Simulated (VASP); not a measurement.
# AgCl (P6_3/mmc) in VASP: single point with HSE06

Aim: the single point of AgCl with HSE06.

Program: VASP 6.6.1. These are calculated values, not measurements. Logs are shortened: lines on timing, memory, paths and dates and some standing lists are left out, and cuts for length are marked.

### Step 1. The cell of the first run

It takes space group P6_3/mmc (No. 194, hexagonal). Conventional cell: a = 4.107 Å, b = 4.107 Å, c = 5.981 Å, α = 90.00°, β = 90.00°, γ = 120.00°. Ag (site symmetry -3m) has 6 Cl at 2.80 Å and 2 Ag at 2.99 Å within 3.7 Å. Within 3.9 Å of Cl (site symmetry -6m2) lie 6 Ag at 2.80 Å and 6 Cl at 3.82 Å.

### Step 2. Single point, HSE06 (epitaxial xy strain +2.5%)

POSCAR

```
AgCl
1.0
    4.1065857540      0.0000000000      0.0000000000
   -2.0532928770      3.5564075858      0.0000000000
    0.0000000000      0.0000000000      5.9813397995
Ag Cl
2 2
Direct
    0.0000000000      0.0000000000      0.0000000000
    0.0000000000      0.0000000000      0.5000000000
    0.3333333333      0.6666666667      0.2500000000
    0.6666666667      0.3333333333      0.7500000000
```

INCAR.step1

```
SYSTEM = AgCl
PREC = Accurate ; ENCUT = 520
EDIFF = 1E-5 ; ISMEAR = 0
SIGMA = 0.01 ; LREAL = .False.
LASPH = .True. ; NELM = 80
ALGO = Normal ; ISIF = 2
LWAVE = .True. ; LCHARG = .False.
NBANDS = 26 ; GGA = PE
KPAR = 4
```

INCAR.step2

```
SYSTEM = AgCl
PREC = Accurate ; ENCUT = 520
EDIFF = 1E-6 ; ISMEAR = 0
SIGMA = 0.01 ; LREAL = .False.
LASPH = .True. ; NELM = 80
ALGO = Normal ; ISIF = 2
LWAVE = .False. ; LCHARG = .False.
GGA = PE ; LHFCALC = .True.
HFSCREEN = 0.2079 ; PRECFOCK = Normal
NBANDS = 26 ; ISTART = 1
KPAR = 4
```

KPOINTS

```
Automatic mesh
0
Gamma
  6 6 4
  0 0 0
```

Potentials or basis: VASP PAW PBE potentials, release 64 (Ag, Cl).

Run with:

```sh
$ cat potpaw_PBE.64/Ag/POTCAR potpaw_PBE.64/Cl/POTCAR > POTCAR
$ cp INCAR.step1 INCAR
$ mpirun -np 4 vasp_std > vasp.out
$ cp INCAR.step2 INCAR
$ mpirun -np 4 vasp_std > vasp.out
```

OUTCAR:

```text
SYSTEM = AgCl
   PREC = Accurate
   ENCUT = 520
   EDIFF = 1E-6
   ISMEAR = 0
   LREAL = .False.
   LASPH = .True.
   NELM = 80
   ISIF = 2
   GGA = PE
   LHFCALC = .True.
   HFSCREEN = 0.2079
   PRECFOCK = Normal
   ISTART = 1

 ion  position               nearest neighbor table
   1  0.000  0.000  0.000-   3 2.80   4 2.80   4 2.80   3 2.80   4 2.80   3 2.80   2 2.99   2 2.99

   2  0.000  0.000  0.500-   3 2.80   4 2.80   4 2.80   3 2.80   4 2.80   3 2.80   1 2.99   1 2.99

   3  0.333  0.667  0.250-   1 2.80   2 2.80   1 2.80   2 2.80   1 2.80   2 2.80
   4  0.667  0.333  0.750-   1 2.80   2 2.80   1 2.80   2 2.80   1 2.80   2 2.80

  LATTYP: Found a hexagonal cell.
 ALAT       =     4.1065857540
 C/A-ratio  =     1.4565237786

  Lattice vectors:

 A1 = (   4.1065857540,   0.0000000000,   0.0000000000)
 A2 = (  -2.0532928770,   3.5564075858,   0.0000000000)
 A3 = (   0.0000000000,   0.0000000000,   5.9813397995)

Analysis of symmetry for initial positions (statically):
=====================================================================
 Subroutine PRICEL returns:
 Original cell was already a primitive cell.

 Routine SETGRP: Setting up the symmetry group for a
 hexagonal supercell.

 Subroutine GETGRP returns: Found 24 space group operations
 (whereof 12 operations were pure point group operations)
 out of a pool of 24 trial point group operations.

The static configuration has the point symmetry D_3d.
 The point group associated with its full space group is D_6h.

Analysis of symmetry for dynamics (positions and initial velocities):
=====================================================================
 Subroutine PRICEL returns:
 Original cell was already a primitive cell.

 Routine SETGRP: Setting up the symmetry group for a
 hexagonal supercell.

 Subroutine GETGRP returns: Found 24 space group operations
 (whereof 12 operations were pure point group operations)
 out of a pool of 24 trial point group operations.

The dynamic configuration has the point symmetry D_3d.
 The point group associated with its full space group is D_6h.

 Subroutine INISYM returns: Found 24 space group operations
 (whereof 12 operations are pure point group operations),
 and found     1 'primitive' translations

----------------------------------------------------------------------------------------

                                     Primitive cell

  volume of cell :      87.3556

  direct lattice vectors                    reciprocal lattice vectors
     4.106585754  0.000000000  0.000000000     0.243511291  0.140591310  0.000000000
    -2.053292877  3.556407586  0.000000000     0.000000000  0.281182619  0.000000000
     0.000000000  0.000000000  5.981339799     0.000000000  0.000000000  0.167186623

  length of vectors
     4.106585754  4.106585754  5.981339799     0.281182619  0.281182619  0.167186623

  position of ions in fractional coordinates (direct lattice)
     0.000000000  0.000000000  0.000000000
     0.000000000  0.000000000  0.500000000
     0.333333333  0.666666667  0.250000000
     0.666666667  0.333333333  0.750000000

  ion indices of the primitive-cell ions
   primitive index   ion index
                 1           1
                 2           2
                 3           3
                 4           4

----------------------------------------------------------------------------------------

 KPOINTS: Automatic mesh

Automatic generation of k-mesh.
 Grid dimensions read from file:
 generate k-points for:    6    6    4

 Generating k-lattice:

  Cartesian coordinates                     Fractional coordinates (reciprocal lattice)
     0.040585215  0.023431885  0.000000000     0.166666667  0.000000000  0.000000000
     0.000000000  0.046863770  0.000000000     0.000000000  0.166666667  0.000000000
     0.000000000  0.000000000  0.041796656     0.000000000  0.000000000  0.250000000

  Length of vectors
     0.046863770  0.046863770  0.041796656

  Shift w.r.t. Gamma in fractional coordinates (k-lattice)
     0.000000000  0.000000000  0.000000000

 Subroutine IBZKPT returns following result:
 ===========================================

 Found     21 irreducible k-points:

 Following reciprocal coordinates:
            Coordinates               Weight
  0.000000  0.000000  0.000000      1.000000
  0.166667 -0.000000  0.000000      6.000000
  0.333333 -0.000000  0.000000      6.000000
  0.500000 -0.000000  0.000000      3.000000
  0.166667  0.166667  0.000000      6.000000
  0.333333  0.166667  0.000000     12.000000
[... 13 lines left out ...]
  0.333333  0.166667  0.500000     12.000000
  0.333333  0.333333  0.500000      2.000000
   k-points           NKPTS =     21   k-points in BZ     NKDIM =    144   number of bands    NBANDS=     26
   number of dos      NEDOS =    301   number of ions     NIONS =      4
   total plane-waves  NPLWV =  49152
   dimension x,y,z NGX =    32 NGY =   32 NGZ =   48
   dimension x,y,z NGXF=    64 NGYF=   64 NGZF=   96
   ions per type =               2   2
   NGX,Y,Z   is equivalent  to a cutoff of  12.95, 12.95, 13.34 a.u.
   NGXF,Y,Z  is equivalent  to a cutoff of  25.91, 25.91, 26.68 a.u.
 SYSTEM =  AgCl
   PREC   = accura    normal or accurate (medium, high low for compatibility)
   ISTART =      1    job   : 0-new  1-cont  2-samecut
   ICHARG =      0    charge: 1-file 2-atom 10-const
   ISPIN  =      1    spin polarized calculation?
   LNONCOLLINEAR =      F non collinear calculations
   LSORBIT =      F    spin-orbit coupling
   LASPH  =      T    aspherical Exc in radial PAW
   ENCUT  =  520.0 eV  38.22 Ry    6.18 a.u.   7.64  7.64 11.12*2*pi/ulx,y,z
   NELM   =     80;   NELMIN=  2; NELMDL=  0     # of ELM steps
   EDIFF  = 0.1E-05   stopping-criterion for ELM
   LREAL  =      F    real-space projection
   EDIFFG = 0.1E-04   stopping-criterion for IOM
   NSW    =      0    number of steps for IOM
   IBRION =     -1    ionic relax: 0-MD 1-quasi-New 2-CG
   NFREE  =      0    steps in history (QN), initial steepest desc. (CG)
   ISIF   =      2    stress and relaxation
   ISYM   =      3    0-nonsym 1-usesym 2-fastsym
   POTIM  = 0.5000    time-step for ionic-motion
   TEBEG  =    0.0;   TEEND  =   0.0 temperature during run
   PSTRESS=    0.0 pullay stress
   NELECT =      36.0000    total number of electrons
   NUPDOWN=      -1.0000    fix difference up-down
   EMIN   =  10.00;   EMAX   =-10.00  energy-range for DOS
   EFERMI =   0.00;   METHOD = LEGACY
   ISMEAR =     0;   SIGMA  =   0.01  broadening in eV -4-tet -1-fermi 0-gaus
   EFERMI_NEDOS =   21; number of points for ismear=-14 and -15
   IALGO  =     38    algorithm
   IMIX   =      1    mixing-type and parameters
     AMIX     =   0.40;   BMIX     =  1.00
     AMIX_MAG =   1.60;   BMIX_MAG =  1.00
  volume/ion in A,a.u.               =      21.84       147.38
  Fermi-wavevector in a.u.,A,eV,Ry     =   1.218275  2.302206 20.193688  1.484194
  Thomas-Fermi vector in A             =   2.353567
   LORBIT       =      0    0 simple, 1 ext, 2 COOP (PROOUT), +10 PAW based schemes
   GGA     = PE    functional components
   LHFCALC =     T    Hartree Fock is set to
   PRECFOCK=normal    Normal, Fast or Accurate (Low or Medium for compatibility)
   ENCUT4O =  -1.0   cutoff for four orbital integrals eV
   NKREDX  =     1    reduce k-point grid by
   NKREDY  =     1    reduce k-point grid by
   NKREDZ  =     1    reduce k-point grid by
   AEXX    =    0.2500 exact exchange contribution
   HFSCREEN=    0.2079 screening length (either q_TF or 0.3 A-1)
   HFSCREENC=   0.2079 screening length for correlation (either q_TF or 0.3 A-1)
   ENCUTFOCK=  -1.0 apply spherical cutoff to Coloumb kernel
   IVDW    =     0    specifies the selected vdW correction
   LEPSILON=     F    determine dielectric tensor
   LRPA    =     F    only Hartree local field effects (RPA)
 non-spin polarized calculation
 Gauss-broadening in eV      SIGMA  =   0.01
  energy-cutoff  :      520.00
  volume of cell :       87.36
 maximum number of plane-waves:      2368
 NGX is ok and might be reduce to    32
  NGX = 24; NGY = 24; NGZ = 36

 number of electron      36.0000010 magnetization

 Free energy of the ion-electron system (eV)
  ---------------------------------------------------
  ext. energy  EPLUGINS =         0.00000000
  ---------------------------------------------------
  free energy    TOTEN  =       -13.21549050 eV

  energy without entropy =      -13.21549050  energy(sigma->0) =      -13.21549050

 E-fermi :   2.4110     XC(G=0):  -8.0776

 val. band max:        2.3635621756   @ k =   0.0000   0.0000   0.0000
 cond. band min:       4.7171340827   @ k =   0.0000   0.0000   0.0000
 fundamental gap:      2.3535719071
 Fermi energy:         2.4109611819

 k-point     1 :       0.0000    0.0000    0.0000
  band No.  band energies     occupation
      1     -13.6105      2.00000
      2     -13.0534      2.00000
      3      -2.5411      2.00000
      4      -2.2414      2.00000
      5      -2.2414      2.00000
      6      -1.3717      2.00000
[... 18 lines left out ...]
     25      14.9786      0.00000
     26      15.4431      0.00000

 k-point     2 :       0.1667   -0.0000    0.0000
  band No.  band energies     occupation
      1     -13.5259      2.00000
      2     -13.0601      2.00000
      3      -2.2911      2.00000
      4      -2.1987      2.00000
      5      -2.0797      2.00000
      6      -1.5229      2.00000
[... 18 lines left out ...]
     25      13.5003      0.00000
     26      13.8662      0.00000

 k-point     3 :       0.3333   -0.0000    0.0000
  band No.  band energies     occupation
      1     -13.3357      2.00000
      2     -13.0869      2.00000
      3      -2.3368      2.00000
      4      -2.1638      2.00000
      5      -1.7970      2.00000
      6      -1.6067      2.00000
[... 485 lines left out ...]
 k-point    20 :       0.3333    0.1667    0.5000
  band No.  band energies     occupation
      1     -13.1667      2.00000
      2     -13.1667      2.00000
      3      -2.1895      2.00000
      4      -2.1895      2.00000
      5      -1.7768      2.00000
      6      -1.7768      2.00000
[... 18 lines left out ...]
     25      13.6213      0.00000
     26      13.6213      0.00000

 k-point    21 :       0.3333    0.3333    0.5000
  band No.  band energies     occupation
      1     -13.1443      2.00000
      2     -13.1443      2.00000
      3      -2.0885      2.00000
      4      -2.0885      2.00000
      5      -1.5861      2.00000
      6      -1.5861      2.00000
[... 18 lines left out ...]
     25      13.7404      0.00000
     26      13.7404      0.00000

------------------------ aborting loop because EDIFF is reached ----------------------------------------

  FORCE on cell =-STRESS in cart. coord.  units (eV):
  Direction    XX          YY          ZZ          XY          YZ          ZX
  --------------------------------------------------------------------------------------
  -------------------------------------------------------------------------------------
  Total       -0.2030321     -0.2030321      0.9625403      0.0000000     -0.0000000      0.0000000
  in kB       -3.7237839     -3.7237839     17.6538161      0.0000000     -0.0000000      0.0000000
  external PRESSURE =       3.4020828 kB  Pullay stress =       0.0000000 kB

 VOLUME and BASIS-vectors are now :
 -----------------------------------------------------------------------------
  energy-cutoff  :      520.00
  volume of cell :       87.36
      direct lattice vectors                 reciprocal lattice vectors
     4.106585754  0.000000000  0.000000000     0.243511291  0.140591310  0.000000000
    -2.053292877  3.556407586  0.000000000     0.000000000  0.281182619  0.000000000
     0.000000000  0.000000000  5.981339799     0.000000000  0.000000000  0.167186623

 POSITION                                       TOTAL-FORCE (eV/Angst)
 -----------------------------------------------------------------------------------
      0.00000      0.00000      0.00000        -0.000000      0.000000      0.000000
      0.00000      0.00000      2.99067        -0.000000      0.000000      0.000000
     -0.00000      2.37094      1.49533        -0.000000      0.000000      0.000000
      2.05329      1.18547      4.48600         0.000000     -0.000000     -0.000000
 -----------------------------------------------------------------------------------
    total drift:                               -0.000005      0.000014      0.000096

  FREE ENERGIE OF THE ION-ELECTRON SYSTEM (eV)
  ---------------------------------------------------
  free  energy   TOTEN  =       -13.2154905038 eV

  energy  without entropy=      -13.2154905038  energy(sigma->0) =      -13.21549050
```

Wall time 34 min (4 MPI ranks of Intel Xeon Platinum 8488C (Sapphire Rapids), shared host); peak memory 0.36 GiB.

What came out:

```
Free energy            : -13.2155 eV
Pressure               : 0.3 GPa
Band gap on the k mesh : 2.35 eV
```

Caveat: the cell differs from its parent crystal (epitaxial xy strain +2.5%); the PAW data sets were made with another functional, which shifts forces and pressure a little.
